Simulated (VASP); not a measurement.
# Al (I4/mmm) in VASP: notebook

Al is run at these levels: PBE+D3(BJ); tasks: single point.

Everything below comes from runs of VASP 6.6.1. Logs are shortened: lines on timing, memory, paths and dates and some standing lists are left out, and cuts for length are marked.

## (1) The cell of the first run

The structure is tetragonal, space group I4/mmm (No. 139). The conventional cell has a = 2.776 Å, b = 2.776 Å, c = 4.109 Å, α = 90.00°, β = 90.00°, γ = 90.00°. Al (site symmetry 4/mmm) has 12 Al at 2.78 to 2.84 Å within 3.7 Å.

## (2) Single point, PBE+D3(BJ) (strain -0.030 along x and y, +0.015 along z)

The input, INCAR:

```
ALGO = Fast
EDIFF = 1E-6
ENCUT = 520
GGA = PE
ISIF = 2
ISMEAR = 0
IVDW = 12
LASPH = True
LCHARG = False
LREAL = False
LWAVE = False
NBANDS = 8
NELM = 60
PREC = Accurate
SIGMA = 0.15
```

The input, KPOINTS:

```
k-points
0
Gamma
  20 20 20
```

The input, POSCAR:

```
Al
1.0
    0.0000000000      1.9632606000      2.0543397000
    1.9632606000      0.0000000000      2.0543397000
    1.9632606000      1.9632606000      0.0000000000
Al
1
Direct
    0.0000000000      0.0000000000      0.0000000000
```

Potentials or basis: VASP PAW PBE potentials, release 64 (Al).

On the command line:

```console
cat potpaw_PBE.64/Al/POTCAR > POTCAR
mpirun -np 1 vasp_std > vasp.out
```

OUTCAR:

```text
EDIFF = 1E-6
   ENCUT = 520
   GGA = PE
   ISIF = 2
   ISMEAR = 0
   IVDW = 12
   LASPH = True
   LREAL = False
   NELM = 60
   PREC = Accurate
 IVDW          = 12

 ion  position               nearest neighbor table
   1  0.000  0.000  0.000-

  LATTYP: Found a body centered tetragonal cell.
 ALAT       =     2.7764697670
 C/A-ratio  =     1.4798214081

  Lattice vectors:

 A1 = (  -1.9632606000,   0.0000000000,   2.0543397000)
 A2 = (   1.9632606000,   0.0000000000,   2.0543397000)
 A3 = (   0.0000000000,   1.9632606000,  -2.0543397000)

Analysis of symmetry for initial positions (statically):
=====================================================================
 Subroutine PRICEL returns:
 Original cell was already a primitive cell.

 Routine SETGRP: Setting up the symmetry group for a
 body centered tetragonal supercell.

 Subroutine GETGRP returns: Found 16 space group operations
 (whereof 16 operations were pure point group operations)
 out of a pool of 16 trial point group operations.

The static configuration has the point symmetry D_4h.

Analysis of symmetry for dynamics (positions and initial velocities):
=====================================================================
 Subroutine PRICEL returns:
 Original cell was already a primitive cell.

 Routine SETGRP: Setting up the symmetry group for a
 body centered tetragonal supercell.

 Subroutine GETGRP returns: Found 16 space group operations
 (whereof 16 operations were pure point group operations)
 out of a pool of 16 trial point group operations.

The dynamic configuration has the point symmetry D_4h.

 Subroutine INISYM returns: Found 16 space group operations
 (whereof 16 operations are pure point group operations),
 and found     1 'primitive' translations

----------------------------------------------------------------------------------------

                                     Primitive cell

  volume of cell :      15.8365

  direct lattice vectors                    reciprocal lattice vectors
     0.000000000  1.963260600  2.054339700    -0.254678365  0.254678365  0.243387206
     1.963260600  0.000000000  2.054339700     0.254678365 -0.254678365  0.243387206
     1.963260600  1.963260600  0.000000000     0.254678365  0.254678365 -0.243387206

  length of vectors
     2.841602327  2.841602327  2.776469767     0.434694688  0.434694688  0.434694688

  position of ions in fractional coordinates (direct lattice)
     0.000000000  0.000000000  0.000000000

  ion indices of the primitive-cell ions
   primitive index   ion index
                 1           1

----------------------------------------------------------------------------------------

 KPOINTS: k-points

Automatic generation of k-mesh.
 Grid dimensions read from file:
 generate k-points for:   20   20   20

 Generating k-lattice:

  Cartesian coordinates                     Fractional coordinates (reciprocal lattice)
    -0.012733918  0.012733918  0.012169360     0.050000000  0.000000000  0.000000000
     0.012733918 -0.012733918  0.012169360     0.000000000  0.050000000  0.000000000
     0.012733918  0.012733918 -0.012169360     0.000000000  0.000000000  0.050000000

  Length of vectors
     0.021734734  0.021734734  0.021734734

  Shift w.r.t. Gamma in fractional coordinates (k-lattice)
     0.000000000  0.000000000  0.000000000

 Subroutine IBZKPT returns following result:
 ===========================================

 Found    641 irreducible k-points:

 Following reciprocal coordinates:
            Coordinates               Weight
  0.000000  0.000000  0.000000      1.000000
  0.050000  0.000000  0.000000      8.000000
  0.100000 -0.000000  0.000000      8.000000
  0.150000 -0.000000  0.000000      8.000000
  0.200000 -0.000000  0.000000      8.000000
  0.250000 -0.000000  0.000000      8.000000
[... 16 lines left out ...]
 -0.400000  0.050000  0.000000      8.000000
 -0.350000  0.050000  0.000000      8.000000
 [... further k-points ...]
   k-points           NKPTS =    641   k-points in BZ     NKDIM =    641   number of bands    NBANDS=      8
   number of dos      NEDOS =    301   number of ions     NIONS =      1
   total plane-waves  NPLWV =  13824
   dimension x,y,z NGX =    24 NGY =   24 NGZ =   24
   dimension x,y,z NGXF=    48 NGYF=   48 NGZF=   48
   ions per type =               1
   NGX,Y,Z   is equivalent  to a cutoff of  14.04, 14.04, 14.37 a.u.
   NGXF,Y,Z  is equivalent  to a cutoff of  28.08, 28.08, 28.74 a.u.
 SYSTEM =  unknown system
   PREC   = accura    normal or accurate (medium, high low for compatibility)
   ISTART =      0    job   : 0-new  1-cont  2-samecut
   ICHARG =      2    charge: 1-file 2-atom 10-const
   ISPIN  =      1    spin polarized calculation?
   LNONCOLLINEAR =      F non collinear calculations
   LSORBIT =      F    spin-orbit coupling
   LASPH  =      T    aspherical Exc in radial PAW
   ENCUT  =  520.0 eV  38.22 Ry    6.18 a.u.   5.28  5.28  5.16*2*pi/ulx,y,z
   NELM   =     60;   NELMIN=  2; NELMDL= -5     # of ELM steps
   EDIFF  = 0.1E-05   stopping-criterion for ELM
   LREAL  =      F    real-space projection
   EDIFFG = 0.1E-04   stopping-criterion for IOM
   NSW    =      0    number of steps for IOM
   IBRION =     -1    ionic relax: 0-MD 1-quasi-New 2-CG
   NFREE  =      0    steps in history (QN), initial steepest desc. (CG)
   ISIF   =      2    stress and relaxation
   ISYM   =      2    0-nonsym 1-usesym 2-fastsym
   POTIM  = 0.5000    time-step for ionic-motion
   TEBEG  =    0.0;   TEEND  =   0.0 temperature during run
   PSTRESS=    0.0 pullay stress
   NELECT =       3.0000    total number of electrons
   NUPDOWN=      -1.0000    fix difference up-down
   EMIN   =  10.00;   EMAX   =-10.00  energy-range for DOS
   EFERMI =   0.00;   METHOD = LEGACY
   ISMEAR =     0;   SIGMA  =   0.15  broadening in eV -4-tet -1-fermi 0-gaus
   EFERMI_NEDOS =   21; number of points for ismear=-14 and -15
   IALGO  =     68    algorithm
   IMIX   =      4    mixing-type and parameters
     AMIX     =   0.40;   BMIX     =  1.00
     AMIX_MAG =   1.60;   BMIX_MAG =  1.00
  volume/ion in A,a.u.               =      15.84       106.87
  Fermi-wavevector in a.u.,A,eV,Ry     =   0.940219  1.776757 12.027720  0.884012
  Thomas-Fermi vector in A             =   2.067609
   LORBIT       =      0    0 simple, 1 ext, 2 COOP (PROOUT), +10 PAW based schemes
   GGA     = PE    functional components
   LHFCALC =     F    Hartree Fock is set to
   AEXX    =    0.0000 exact exchange contribution
   IVDW    =    12    specifies the selected vdW correction
   LEPSILON=     F    determine dielectric tensor
   LRPA    =     F    only Hartree local field effects (RPA)
 non-spin polarized calculation
 RMM-DIIS sequential band-by-band and
 Gauss-broadening in eV      SIGMA  =   0.15
  energy-cutoff  :      520.00
  volume of cell :       15.84
 maximum number of plane-waves:       440
 NGX is ok and might be reduce to    24
   NGX = 11   NGY = 11   NGZ = 11

 number of electron       3.0000000 magnetization

 Free energy of the ion-electron system (eV)
  ---------------------------------------------------
  ext. energy  EPLUGINS =         0.00000000
  ---------------------------------------------------
  free energy    TOTEN  =        -3.73736494 eV

  energy without entropy =       -3.73292201  energy(sigma->0) =       -3.73514348

 E-fermi :   8.4564     XC(G=0): -10.3460

 val. band max:        8.4540009453   @ k =  -0.3000   0.1000   0.0500
 cond. band min:       8.4708859359   @ k =  -0.4500   0.3000   0.1500
 fundamental gap:      0.0168849906
 Fermi energy:         8.4563653940

 k-point     1 :       0.0000    0.0000    0.0000
  band No.  band energies     occupation
      1      -2.9860      2.00000
      2      20.9663      0.00000
      3      21.4830      0.00000
      4      21.4830      0.00000
      5      23.0594      0.00000
      6      23.0594      0.00000
      7      23.1987      0.00000
      8      25.2343      0.00000

 k-point     2 :       0.0500    0.0000    0.0000
  band No.  band energies     occupation
      1      -2.9161      2.00000
      2      19.9815      0.00000
      3      20.9403      0.00000
      4      21.2530      0.00000
      5      23.4032      0.00000
      6      23.4439      0.00000
      7      23.6286      0.00000
      8      25.9964      0.00000

 k-point     3 :       0.1000   -0.0000    0.0000
  band No.  band energies     occupation
      1      -2.7066      2.00000
      2      17.9940      0.00000
      3      20.4455      0.00000
      4      20.8396      0.00000
      5      23.6568      0.00000
      6      24.1515      0.00000
      7      24.2055      0.00000
      8      25.9363      0.00000

 k-point     4 :       0.1500   -0.0000    0.0000
  band No.  band energies     occupation
      1      -2.3581      2.00000
      2      15.9304      0.00000
      3      19.9827      0.00000
      4      20.4597      0.00000
      5      23.5176      0.00000
      6      24.3835      0.00000
      7      25.0362      0.00000
      8      25.7521      0.00000

 k-point     5 :       0.2000   -0.0000    0.0000
  band No.  band energies     occupation
      1      -1.8718      2.00000
      2      13.9111      0.00000
      3      19.5993      0.00000
      4      20.1684      0.00000
      5      23.3247      0.00000
      6      23.5760      0.00000
      7      25.2660      0.00000
      8      26.5444      0.00000
[... 177 lines left out ...]
 k-point    22 :      -0.4500    0.0500    0.0000
  band No.  band energies     occupation
      1       3.0725      2.00000
      2       4.7788      2.00000
      3      17.6492      0.00000
      4      20.0701      0.00000
      5      20.8150      0.00000
      6      21.5876      0.00000
      7      24.5284      0.00000
      8      24.7201      0.00000

 k-point    23 :      -0.4000    0.0500    0.0000
  band No.  band energies     occupation
      1       1.8874      2.00000
      2       6.2389      2.00000
      3      17.4645      0.00000
      4      20.6403      0.00000
      5      21.2812      0.00000
      6      21.3327      0.00000
      7      24.2644      0.00000
      8      25.1734      0.00000

 k-point    24 :      -0.3500    0.0500    0.0000
  band No.  band energies     occupation
      1       0.8215      2.00000
      2       7.8228      2.00000
      3      17.3994      0.00000
      4      21.0482      0.00000
      5      21.3683      0.00000
      6      21.9588      0.00000
      7      24.0199      0.00000
      8      25.8307      0.00000

 [... further k-points ...]

------------------------ aborting loop because EDIFF is reached ----------------------------------------

 Edisp (eV)   -0.35098

 E8    (eV) :    -0.1570

  FORCE on cell =-STRESS in cart. coord.  units (eV):
  Direction    XX          YY          ZZ          XY          YZ          ZX
  --------------------------------------------------------------------------------------
  -------------------------------------------------------------------------------------
  Total       0.08095     0.08095    -0.21258     0.00000    -0.00000     0.00000
  in kB       8.18954     8.18954   -21.50704     0.00000    -0.00000     0.00000
  external pressure =       -1.71 kB  Pullay stress =        0.00 kB

 VOLUME and BASIS-vectors are now :
 -----------------------------------------------------------------------------
  energy-cutoff  :      520.00
  volume of cell :       15.84
      direct lattice vectors                 reciprocal lattice vectors
     0.000000000  1.963260600  2.054339700    -0.254678365  0.254678365  0.243387206
     1.963260600  0.000000000  2.054339700     0.254678365 -0.254678365  0.243387206
     1.963260600  1.963260600  0.000000000     0.254678365  0.254678365 -0.243387206

 POSITION                                       TOTAL-FORCE (eV/Angst)
 -----------------------------------------------------------------------------------
      0.00000      0.00000      0.00000         0.000000      0.000000      0.000000
 -----------------------------------------------------------------------------------
    total drift:                                0.000000      0.000000     -0.000000

  FREE ENERGIE OF THE ION-ELECTRON SYSTEM (eV)
  ---------------------------------------------------
  free  energy   TOTEN  =        -4.0883439600 eV

  energy  without entropy=       -4.0839010297  energy(sigma->0) =       -4.08612249
```

Wall time 31 s (1 thread of Intel Xeon 6975P-C, shared host); peak memory 0.2 GiB.

What came out:

```yaml
Free_energy: -4.0883 eV
Pressure: -0.2 GPa
Dispersion_energy_per_atom: -0.351 eV
```

Stress tensor (GPa, compression positive):
```
 0.82  0.00  0.00
 0.00  0.82  0.00
 0.00  0.00 -2.15
```

Levels at points of the mesh, in eV from the Fermi level:
| k point | band 1 | band 2 | band 3 | band 4 | band 5 |
| --- | --- | --- | --- | --- | --- |
| (0.00, 0.00, 0.00) | -11.44 | 12.51 | 13.03 | 13.03 | 14.60 |
| (0.50, 0.00, 0.00) | -4.77 | -4.45 | 11.05 | 11.14 | 12.17 |
| (0.50, 0.50, 0.00) | -3.47 | -2.25 | 5.61 | 6.35 | 6.35 |
| (0.50, 0.00, 0.50) | -2.81 | -1.32 | 5.09 | 5.34 | 5.66 |

Caveat: the cell differs from its parent crystal (strain -0.030 along x and y, +0.015 along z); pairwise dispersion overbinds metals, which lowers pressure and volume.

## (3) Single point, PBE+D3(BJ) (strain -0.030 along x and y, +0.030 along z)

The input, INCAR:

```
PREC = Accurate
ENCUT = 520
EDIFF = 1E-7
ISMEAR = 0
SIGMA = 0.15
LREAL = F
LASPH = T
NELM = 80
ALGO = Normal
ISIF = 2
LWAVE = F
LCHARG = F
GGA = PE
IVDW = 12
NBANDS = 8
```

The input, KPOINTS:

```
regular mesh
0
Gamma
  20 20 20
```

The input, POSCAR:

```
Al
1.0
    0.0000000000      1.9632606000      2.0846994000
    1.9632606000      0.0000000000      2.0846994000
    1.9632606000      1.9632606000      0.0000000000
Al
1
Direct
    0.0000000000      0.0000000000      0.0000000000
```

Potentials or basis: VASP PAW PBE potentials, release 64 (Al).

On the command line:

```console
cat potpaw_PBE.64/Al/POTCAR > POTCAR
mpirun -np 1 vasp_std > vasp.out
```

Run time: 33 s. Hardware: 1 thread of Intel Xeon 6975P-C, shared host; peak memory 0.2 GiB.

The run converged. Its results:

* Free energy: -4.0840 eV
* Pressure: -1.3 GPa
* Dispersion energy per atom: -0.346 eV

Stress tensor (GPa, compression positive):
```
 0.03  0.00  0.00
 0.00  0.03  0.00
 0.00  0.00 -3.83
```

Levels at points of the mesh, in eV from the Fermi level:
| k point | band 1 | band 2 | band 3 | band 4 |
| --- | --- | --- | --- | --- |
| (0.00, 0.00, 0.00) | -11.32 | 12.36 | 13.04 | 13.04 |
| (0.50, 0.00, 0.00) | -4.69 | -4.40 | 10.75 | 10.80 |
| (0.50, 0.50, 0.00) | -3.54 | -2.43 | 5.74 | 6.49 |
| (0.50, 0.00, 0.50) | -2.69 | -1.19 | 5.07 | 5.16 |

Caveat: the cell differs from its parent crystal (strain -0.030 along x and y, +0.030 along z); pairwise dispersion overbinds metals, which lowers pressure and volume.

## (4) Single point, PBE+D3(BJ) (strain -0.015 along x and y, +0.000 along z)

The input, INCAR:

```
SYSTEM = Al
ALGO = Fast
EDIFF = 1E-7
ENCUT = 520
GGA = PE
ISIF = 2
ISMEAR = 0
IVDW = 12
LASPH = .True.
LCHARG = .False.
LREAL = .False.
LWAVE = .False.
NBANDS = 8
NELM = 100
PREC = Accurate
SIGMA = 0.15
```

The input, KPOINTS:

```
k-points
0
Gamma
  20 20 20
  0 0 0
```

The input, POSCAR:

```
Al
1.0
    0.0000000000      1.9936203000      2.0239800000
    1.9936203000      0.0000000000      2.0239800000
    1.9936203000      1.9936203000      0.0000000000
Al
1
Direct
    0.0000000000      0.0000000000      0.0000000000
```

On the command line:

```console
cat potpaw_PBE.64/Al/POTCAR > POTCAR
mpirun -np 1 vasp_std > vasp.out
```

Wall time 40 s (1 thread of Intel Xeon 6975P-C, shared host); peak memory 0.2 GiB.

The run converged. Its results:

```
Free energy                : -4.0904 eV
Pressure                   : -1.6 GPa
Dispersion energy per atom : -0.345 eV
```

Stress tensor (GPa, compression positive):
```
-1.43  0.00  0.00
 0.00 -1.43  0.00
 0.00  0.00 -1.93
```

Levels at points of the mesh, in eV from the Fermi level:
| k point | band 1 | band 2 | band 3 | band 4 | band 5 | band 6 |
| --- | --- | --- | --- | --- | --- | --- |
| (0.00, 0.00, 0.00) | -11.35 | 12.61 | 12.78 | 12.78 | 14.39 | 14.39 |
| (0.50, 0.00, 0.00) | -4.74 | -4.46 | 11.35 | 11.43 | 11.71 | 11.83 |
| (0.50, 0.50, 0.00) | -3.17 | -1.86 | 5.34 | 5.86 | 5.86 | 9.46 |
| (0.50, 0.00, 0.50) | -2.95 | -1.54 | 5.16 | 5.53 | 5.63 | 9.17 |

Caveat: the cell differs from its parent crystal (strain -0.015 along x and y, +0.000 along z); pairwise dispersion overbinds metals, which lowers pressure and volume.

## (5) The runs side by side

```tsv
cell	gap on the mesh (eV)	pressure (GPa)
a = 2.842, b = 2.842, c = 2.776 Å, angles 60.8, 60.8, 58.5°, 1 atom	none	-0.2
a = 2.864, b = 2.864, c = 2.776 Å, angles 61.0, 61.0, 58.0°, 1 atom	none	-1.3
a = 2.841, b = 2.841, c = 2.819 Å, angles 60.3, 60.3, 59.5°, 1 atom	none	-1.6
```

Alike in all rows: task single point; level PBE+D3(BJ); potentials or basis VASP PAW PBE potentials, release 64 (Al); no spin polarisation; k mesh 20 × 20 × 20; cutoff (eV) 520; smearing gaussian 0.15 eV.

Caveats: pairwise dispersion overbinds metals, which lowers pressure and volume.

Absolute energies hang on the potentials; compare differences alone.
